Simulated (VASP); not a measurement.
# CaB15N16 (a cell with a defect) in VASP: notebook

The runs below take CaB15N16 (a cell with a defect) through single point, with PBE, HSE06.

Everything below comes from runs of VASP 6.6.1. Logs are shortened: lines on timing, memory, paths and dates and some standing lists are left out, and cuts for length are marked.

## Step 1: The cell of the first run

The cell holds a defect, 32 atoms: a = 6.277 Å, b = 6.277 Å, c = 6.277 Å, α = 109.47°, β = 109.47°, γ = 109.47°.

## Step 2: Single point, PBE

File INCAR:

```
SYSTEM = CaB15N16
ALGO = Normal ; EDIFF = 1E-6
ENCUT = 520 ; GGA = PE
GGA_COMPAT = .FALSE. ; ISIF = 2
ISMEAR = 0 ; ISYM = -1
LASPH = .TRUE. ; LCHARG = .FALSE.
LREAL = Auto ; LWAVE = .FALSE.
NBANDS = 90 ; NELECT = 134.0
NELM = 120 ; PREC = Accurate
SIGMA = 0.01
```

File KPOINTS:

```
explicit points
1
Reciprocal
  0.25000000   0.25000000   0.25000000 1
```

File POSCAR:

```
CaB15N16
1.0
   -3.6241103800      3.6241103800     -3.6241103800
    3.6241103800      3.6241103800      3.6241103800
    3.6241103800     -3.6241103800     -3.6241103800
B Ca N
15 1 16
Direct
   -0.0117506330     -0.0089258129     -0.0031318619
   -0.0119779456      0.2500917803      0.7563599609
    0.0047763955      0.5085412124      0.4978504125
   -0.0122131980      0.7433966196      0.2384445817
    0.2398013349     -0.0078305166      0.7576820661
    0.2466873877      0.5082420421      0.2559228050
    0.2499532312      0.7498135489      0.0008211757
    0.5067042954     -0.0082764315      0.4904977681
    0.5051879479      0.2495162467      0.2385631645
    0.4977293797      0.5078933090      0.0156081148
    0.4939814459      0.7562030692      0.7450304294
    0.7466198899     -0.0086606957      0.2390776439
    0.7419273925      0.2498054147     -0.0071979302
    0.7644591648      0.5074203057      0.7482639261
    0.7498863568      0.7497938761      0.5007467584
    0.2963704775      0.2497521916      0.5472112795
   -0.0416001877     -0.0416817294      0.2086002886
   -0.0068712267      0.2497019650      0.0105879992
    0.0091241948      0.5038819872      0.7532249292
   -0.0061799135      0.7532556602      0.4982605794
    0.2482816073     -0.0042858778      0.0058761578
    0.2332885406      0.2504816542      0.8248344696
    0.2492512108      0.5412585973      0.5007244374
    0.2474868173      0.7527921635      0.2446604587
    0.4974032650      0.0105632157      0.7480740366
    0.5733321539      0.2491155919      0.4834666531
    0.5021977960      0.5035751106      0.2601900621
    0.4908144246      0.7468235670     -0.0046475886
    0.7555968487     -0.0039629811      0.4992834352
    0.7598412894      0.2498979135      0.2441029371
    0.7364635065      0.4890498764     -0.0124959933
    0.7439392837      0.7463367666      0.7412045089
```

Potentials or basis: VASP PAW PBE potentials, release 64 (B, Ca_sv, N).

Command:

```bash
$ cat potpaw_PBE.64/B/POTCAR potpaw_PBE.64/Ca_sv/POTCAR potpaw_PBE.64/N/POTCAR > POTCAR
$ mpirun -np 1 vasp_std > vasp.out
```

OUTCAR:

```text
SYSTEM = CaB15N16
   EDIFF = 1E-6
   ENCUT = 520
   GGA = PE
   ISIF = 2
   ISMEAR = 0
   ISYM = -1
   LASPH = .TRUE.
   LREAL = Auto
   NELECT = 134.0
   NELM = 120
   PREC = Accurate

 ion  position               nearest neighbor table
   1  0.988  0.991  0.997-  17 1.47  32 1.56  18 1.59  21 1.60
   2  0.988  0.250  0.756-  22 1.45  19 1.56  29 1.56  18 1.59
   3  0.005  0.509  0.498-  23 1.47  20 1.56  30 1.59  19 1.60
   4  0.988  0.743  0.238-  17 1.48  31 1.58  24 1.60  20 1.60  16 2.63
   5  0.240  0.992  0.758-  21 1.53  22 1.55  20 1.56  25 1.61  16 2.42
   6  0.247  0.508  0.256-  23 1.47  24 1.56  18 1.59  27 1.61
   7  0.250  0.750  0.001-  24 1.53  28 1.53  21 1.54  19 1.54
   8  0.507  0.992  0.490-  29 1.54  26 1.55  24 1.56  25 1.60  16 2.42
   9  0.505  0.250  0.239-  26 1.45  21 1.56  27 1.56  30 1.59
  10  0.498  0.508  0.016-  27 1.54  22 1.55  28 1.56  31 1.60  16 2.42
  11  0.494  0.756  0.745-  23 1.48  25 1.58  28 1.60  32 1.60  16 2.63
  12  0.747  0.991  0.239-  17 1.47  28 1.56  30 1.59  29 1.61
  13  0.742  0.250  0.993-  25 1.52  31 1.52  30 1.54  18 1.54
  14  0.764  0.507  0.748-  19 1.53  26 1.55  32 1.56  31 1.61  16 2.42
  15  0.750  0.750  0.501-  32 1.53  20 1.53  27 1.54  29 1.54
  16  0.296  0.250  0.547-  22 1.91  26 1.91  17 2.04  23 2.04   5 2.42  14 2.42   8 2.42  10 2.42
                             4 2.63  11 2.63
  17  0.958  0.958  0.209-   1 1.47  12 1.47   4 1.48  16 2.04
  18  0.993  0.250  0.011-  13 1.54   1 1.59   2 1.59   6 1.59
  19  0.009  0.504  0.753-  14 1.53   7 1.54   2 1.56   3 1.60
  20  0.994  0.753  0.498-  15 1.53   3 1.56   5 1.56   4 1.60
  21  0.248  0.996  0.006-   5 1.53   7 1.54   9 1.56   1 1.60
  22  0.233  0.250  0.825-   2 1.45  10 1.55   5 1.55  16 1.91
[... 8 lines left out ...]
  31  0.736  0.489  0.988-  13 1.52   4 1.58  10 1.60  14 1.61
  32  0.744  0.746  0.741-  15 1.53   1 1.56  14 1.56  11 1.60

IMPORTANT INFORMATION: All symmetrisations will be switched off!
NOSYMM: (Re-)initialisation of all symmetry stuff for point group C_1.

----------------------------------------------------------------------------------------

                                     Primitive cell

  volume of cell :     190.3988

  direct lattice vectors                    reciprocal lattice vectors
    -3.624110380  3.624110380 -3.624110380     0.000000000  0.137964893 -0.137964893
     3.624110380  3.624110380  3.624110380     0.137964893  0.137964893  0.000000000
     3.624110380 -3.624110380 -3.624110380     0.137964893  0.000000000 -0.137964893

  length of vectors
     6.277143310  6.277143310  6.277143310     0.195111823  0.195111823  0.195111823

  position of ions in fractional coordinates (direct lattice)
     0.988249367  0.991074187  0.996868138
     0.988022054  0.250091780  0.756359961
     0.004776396  0.508541212  0.497850413
     0.987786802  0.743396620  0.238444582
     0.239801335  0.992169483  0.757682066
     0.246687388  0.508242042  0.255922805
[... 24 lines left out ...]
     0.736463507  0.489049876  0.987504007
     0.743939284  0.746336767  0.741204509

  ion indices of the primitive-cell ions
   primitive index   ion index
                 1           1
                 2           2
                 3           3
                 4           4
                 5           5
                 6           6
[... 24 lines left out ...]
                31          31
                32          32

----------------------------------------------------------------------------------------

 KPOINTS: explicit points

Read explicit list of k-points.

 Found      1 k-points:

 Following reciprocal coordinates:
            Coordinates               Weight
  0.250000  0.250000  0.250000      1.000000
   k-points           NKPTS =      1   k-points in BZ     NKDIM =      1   number of bands    NBANDS=     90
   number of dos      NEDOS =    301   number of ions     NIONS =     32
   total plane-waves  NPLWV = 110592
   dimension x,y,z NGX =    48 NGY =   48 NGZ =   48
   dimension x,y,z NGXF=    96 NGYF=   96 NGZF=   96
   ions per type =              15   1  16
   NGX,Y,Z   is equivalent  to a cutoff of  12.71, 12.71, 12.71 a.u.
   NGXF,Y,Z  is equivalent  to a cutoff of  25.42, 25.42, 25.42 a.u.
 SYSTEM =  CaB15N16
   PREC   = accura    normal or accurate (medium, high low for compatibility)
   ISTART =      0    job   : 0-new  1-cont  2-samecut
   ICHARG =      2    charge: 1-file 2-atom 10-const
   ISPIN  =      1    spin polarized calculation?
   LNONCOLLINEAR =      F non collinear calculations
   LSORBIT =      F    spin-orbit coupling
   LASPH  =      T    aspherical Exc in radial PAW
   ENCUT  =  520.0 eV  38.22 Ry    6.18 a.u.  11.67 11.67 11.67*2*pi/ulx,y,z
   NELM   =    120;   NELMIN=  2; NELMDL= -5     # of ELM steps
   EDIFF  = 0.1E-05   stopping-criterion for ELM
   LREAL  =      T    real-space projection
   EDIFFG = 0.1E-04   stopping-criterion for IOM
   NSW    =      0    number of steps for IOM
   IBRION =     -1    ionic relax: 0-MD 1-quasi-New 2-CG
   NFREE  =      0    steps in history (QN), initial steepest desc. (CG)
   ISIF   =      2    stress and relaxation
   ISYM   =     -1    0-nonsym 1-usesym 2-fastsym
   POTIM  = 0.5000    time-step for ionic-motion
   TEBEG  =    0.0;   TEEND  =   0.0 temperature during run
   PSTRESS=    0.0 pullay stress
   NELECT =     134.0000    total number of electrons
   NUPDOWN=      -1.0000    fix difference up-down
   EMIN   =  10.00;   EMAX   =-10.00  energy-range for DOS
   EFERMI =   0.00;   METHOD = LEGACY
   ISMEAR =     0;   SIGMA  =   0.01  broadening in eV -4-tet -1-fermi 0-gaus
   EFERMI_NEDOS =   21; number of points for ismear=-14 and -15
   IALGO  =     38    algorithm
   IMIX   =      4    mixing-type and parameters
     AMIX     =   0.40;   BMIX     =  1.00
     AMIX_MAG =   1.60;   BMIX_MAG =  1.00
  volume/ion in A,a.u.               =       5.95        40.15
  Fermi-wavevector in a.u.,A,eV,Ry     =   1.456202  2.751823 28.851492  2.120525
  Thomas-Fermi vector in A             =   2.573148
   LORBIT       =      0    0 simple, 1 ext, 2 COOP (PROOUT), +10 PAW based schemes
   GGA     = PE    functional components
   LHFCALC =     F    Hartree Fock is set to
   AEXX    =    0.0000 exact exchange contribution
   IVDW    =     0    specifies the selected vdW correction
   LEPSILON=     F    determine dielectric tensor
   LRPA    =     F    only Hartree local field effects (RPA)
 non-spin polarized calculation
 Gauss-broadening in eV      SIGMA  =   0.01
  energy-cutoff  :      520.00
  volume of cell :      190.40
 maximum number of plane-waves:      5072
 NGX is ok and might be reduce to    48
   NGX = 23   NGY = 23   NGZ = 23

 number of electron     134.0000004 magnetization

 Free energy of the ion-electron system (eV)
  ---------------------------------------------------
  ext. energy  EPLUGINS =         0.00000000
  ---------------------------------------------------
  free energy    TOTEN  =      -270.42085607 eV

  energy without entropy =     -270.42085607  energy(sigma->0) =     -270.42085607

 E-fermi :   7.9648     XC(G=0): -12.8981

 val. band max:        7.8957902418   @ k =   0.2500   0.2500   0.2500
 cond. band min:       8.0435237647   @ k =   0.2500   0.2500   0.2500
 fundamental gap:      0.1477335229
 Fermi energy:         7.9647510616

 k-point     1 :       0.2500    0.2500    0.2500
  band No.  band energies     occupation
      1     -29.7507      2.00000
      2     -13.1410      2.00000
      3     -12.3113      2.00000
      4     -11.9165      2.00000
      5     -10.9703      2.00000
      6     -10.9145      2.00000
[... 71 lines left out ...]
     78      15.1676      0.00000
     79      15.5797      0.00000
 [bands above 79 left out]

------------------------ aborting loop because EDIFF is reached ----------------------------------------

  FORCE on cell =-STRESS in cart. coord.  units (eV):
  Direction    XX          YY          ZZ          XY          YZ          ZX
  --------------------------------------------------------------------------------------
  -------------------------------------------------------------------------------------
  Total       23.4734500     23.4052859     23.0212415     -7.0937010     -0.0047383     -0.0029130
  in kB      197.5255435    196.9519534    193.7202777    -59.6924243     -0.0398721     -0.0245127
  external PRESSURE =     196.0659248 kB  Pullay stress =       0.0000000 kB

 VOLUME and BASIS-vectors are now :
 -----------------------------------------------------------------------------
  energy-cutoff  :      520.00
  volume of cell :      190.40
      direct lattice vectors                 reciprocal lattice vectors
    -3.624110380  3.624110380 -3.624110380     0.000000000  0.137964893 -0.137964893
     3.624110380  3.624110380  3.624110380     0.137964893  0.137964893  0.000000000
     3.624110380 -3.624110380 -3.624110380     0.137964893  0.000000000 -0.137964893

 POSITION                                       TOTAL-FORCE (eV/Angst)
 -----------------------------------------------------------------------------------
      3.62300      3.56053     -3.60252        -0.004386      0.017416      0.002707
      0.06679      1.74593     -5.41547         0.008105     -0.014930      0.022038
      3.62996      0.05605      0.02143         0.002779     -0.021008      0.003003
     -0.02155      5.40985     -1.74985        -0.010247     -0.010487     -0.012455
      5.47259      1.71887     -0.01926        -0.021219     -0.003530     -0.006205
      1.87540      1.80846      0.02041        -0.020606      0.007263      0.004222
[... 24 lines left out ...]
      2.68217      0.86257     -4.47548         0.000020      0.009418      0.003067
      2.69490      2.71472     -2.67752         0.004849     -0.005150      0.000392
 -----------------------------------------------------------------------------------
    total drift:                               -0.001402      0.002198      0.002569

  FREE ENERGIE OF THE ION-ELECTRON SYSTEM (eV)
  ---------------------------------------------------
  free  energy   TOTEN  =      -270.4208560653 eV

  energy  without entropy=     -270.4208560653  energy(sigma->0) =     -270.42085607
```

Wall time 37 s (1 thread of Intel Xeon 6975P-C (Granite Rapids), shared host); peak memory 0.32 GiB.

What came out:

* Free energy: -270.4209 eV
* Largest force: 0.130 eV/Å

Forces on the atoms (eV/Å):
```
B   -0.004  0.017  0.003
B    0.008 -0.015  0.022
B    0.003 -0.021  0.003
B   -0.010 -0.010 -0.012
B   -0.021 -0.004 -0.006
B   -0.021  0.007  0.004
B   -0.003  0.001  0.000
B   -0.004 -0.020 -0.010
B   -0.008  0.014  0.017
B    0.004  0.018 -0.010
B    0.008  0.011 -0.016
B    0.023 -0.005  0.002
B   -0.002  0.002 -0.008
B    0.023  0.003 -0.008
B   -0.001  0.003  0.001
Ca   0.001  0.002  0.041
N   -0.018 -0.039  0.031
N   -0.003  0.006 -0.007
N   -0.014  0.002  0.002
N   -0.005  0.005  0.001
N    0.017 -0.001  0.002
N    0.079 -0.090 -0.051
N    0.022  0.036  0.031
N    0.008 -0.007  0.004
N   -0.002 -0.010  0.003
N   -0.079  0.091 -0.045
N    0.001 -0.012  0.003
N   -0.008  0.006  0.005
N   -0.002  0.008  0.004
N    0.004 -0.005 -0.006
N    0.000  0.009  0.003
N    0.005 -0.005  0.000
```

Caveat: the cell carries a net charge on a neutralising background, which shifts energy and pressure; the cell is charged against a uniform background, so pressure and absolute levels hang on convention.

[end of part 1 of 2]
